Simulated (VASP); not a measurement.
Input of a VASP 6.6.1 run:

The input POSCAR:

```
HfO2
1.0
    5.2183784252      0.0000000000      0.0000000000
    0.0000000000      5.2874062132      0.0000000000
   -0.8755038659      0.0000000000      5.3161257910
Hf O
4 8
Direct
    0.2755000000      0.4603000000      0.7080000000
    0.7245000000      0.9603000000      0.7920000000
    0.7245000000      0.5397000000      0.2920000000
    0.2755000000      0.0397000000      0.2080000000
    0.0742000000      0.1684000000      0.8467000000
    0.9258000000      0.6684000000      0.6533000000
    0.9258000000      0.8316000000      0.1533000000
    0.0742000000      0.3316000000      0.3467000000
    0.4487000000      0.7419000000      0.9801000000
    0.5513000000      0.2419000000      0.5199000000
    0.5513000000      0.2581000000      0.0199000000
    0.4487000000      0.7581000000      0.4801000000
```

Contents of INCAR.step1:

```
PREC = Accurate ; ENCUT = 520
ISMEAR = -1 ; SIGMA = 0.05
LREAL = False ; LASPH = True
NELM = 80 ; NBANDS = 56
GGA = PE ; ALGO = Normal
EDIFF = 1E-4 ; LWAVE = True
LCHARG = False
```

The input INCAR.step2:

```
PREC = Accurate ; ENCUT = 520
EDIFF = 1E-6 ; ISMEAR = -1
SIGMA = 0.05 ; LREAL = False
LASPH = True ; NELM = 80
ALGO = Normal ; ISIF = 2
LWAVE = False ; LCHARG = True
METAGGA = R2SCAN ; LMIXTAU = True
LELF = True ; LVHAR = True
NBANDS = 56 ; ISTART = 1
```

File KPOINTS:

```
Automatic mesh
0
Gamma
  5 5 5
```

Potentials or basis: VASP PAW PBE potentials, release 64 (Hf_pv, O).

Launch:

```sh
$ cat potpaw_PBE.64/Hf_pv/POTCAR potpaw_PBE.64/O/POTCAR > POTCAR
$ cp INCAR.step1 INCAR
$ mpirun -np 1 vasp_std > vasp.out
$ cp INCAR.step2 INCAR
$ mpirun -np 1 vasp_std > vasp.out
```

What does it give for the band gap on the k mesh?

4.45 eV (least direct gap 4.52 eV).

Predict the pressure.

-15.9 GPa.

Stress tensor (GPa, compression positive):
```
-15.94   0.00  -0.73
  0.00 -17.09   0.00
 -0.73   0.00 -14.81
```

Caveat: the cell stands under tension; the PAW data sets were made with another functional, which shifts forces and pressure a little; spin-orbit coupling is left out, which moves the levels of the heavy elements. r2SCAN opens gaps a little over a GGA but as a rule still falls short of measured ones.
